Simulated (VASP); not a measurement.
The system is MnZn3.

```
Mn Zn
1.0
     3.36074    0.00000    0.00000
     0.00000    3.36074    0.00000
     0.00000    0.00000    3.36074
Mn Zn
1 3
Direct
  0.00000 0.00000 0.00000
  0.00000 0.50000 0.50000
  0.50000 0.00000 0.50000
  0.50000 0.50000 0.00000
```

This cell differs from its parent crystal: volume scaled by 0.66.

Base run:

```yaml
Program: VASP 6.6.1
Functional: PBEsol
Potentials_or_basis: VASP PAW PBE potentials, release 64 (Mn_pv, Zn)
Cutoff: 520 eV
k_mesh: 7 × 7 × 7
Occupations: fermi-dirac, width 0.03 eV
Spin: collinear spin, ferromagnetic start
Starting_moments: "[4.0, 0.0, 0.0, 0.0] μB"
```

Its results: pressure 81.0 GPa.

Task: The run is repeated on the same cell with these changes: spin from collinear spin, ferromagnetic start to no spin polarisation; further incar settings from ALGO = Normal; EDIFF = 1e-06; NBANDS = 36 to ALGO = Normal; EDIFF = 1e-06; NBANDS = 32. What comes out?

Result: Pressure 79.3 GPa.

Caveats: the PAW data sets were made with another functional, which shifts forces and pressure a little; the moment fell far below its start of 4 μB, so a state of higher moment may lie lower in energy (some runs).
